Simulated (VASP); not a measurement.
Write the native input for VASP 6.6.1 that does the following.

| Item | Value |
| --- | --- |
| Task | single point |
| Functional | LDA |
| Potentials or basis | VASP PAW LDA potentials, release 64 (Mg, O) |
| Cutoff | 600 eV |
| k mesh | 8 × 8 × 8 |
| Occupations | gaussian, width 0.1 eV |
| Spin | no spin polarisation |
| Dipole correction | no |
| Further INCAR settings | ALGO = Normal; EDIFF = 1e-06; NBANDS = 11 |

The structure of MgO lies in POSCAR:

```
MgO
1.0
    0.0000000000      2.0819698591      2.0819698591
    2.0819698591      0.0000000000      2.0819698591
    2.0819698591      2.0819698591      0.0000000000
Mg O
1 1
Direct
    0.0000000000      0.0000000000      0.0000000000
    0.5000000000      0.5000000000      0.5000000000
```

The input as run:

INCAR

```
SYSTEM = MgO
ALGO     = Normal         ! electronic algorithm
EDIFF    = 1E-6           ! SCF threshold, eV
ENCUT    = 600            ! plane-wave cutoff, eV
GGA      = CA             ! functional
GGA_COMPAT= .FALSE.      
ISIF     = 2              ! what is computed and relaxed
ISMEAR   = 0              ! smearing method
LASPH    = .TRUE.         ! aspherical terms in the spheres
LCHARG   = .FALSE.        ! write CHGCAR
LREAL    = .FALSE.        ! projectors in reciprocal space
LWAVE    = .FALSE.        ! write WAVECAR
NBANDS   = 11             ! bands
NELM     = 120            ! most SCF steps
PREC     = Accurate       ! precision mode
SIGMA    = 0.1            ! smearing width, eV
```

KPOINTS

```
k-points
0
G
  8 8 8
  0 0 0
```

Potentials or basis: VASP PAW LDA potentials, release 64 (Mg, O).

The run is started by

```sh
$ cat potpaw_LDA.64/Mg/POTCAR potpaw_LDA.64/O/POTCAR > POTCAR
$ mpirun -np 1 vasp_std > vasp.out
```

Results of the run:

```yaml
Pressure: -2.5 GPa
Band_gap_on_the_k_mesh: 5.00 eV
```

Wall time 4.4 s on 1 thread of AMD EPYC 7R13 Processor (Zen 3) (shared host), peak memory 0.1 GiB.
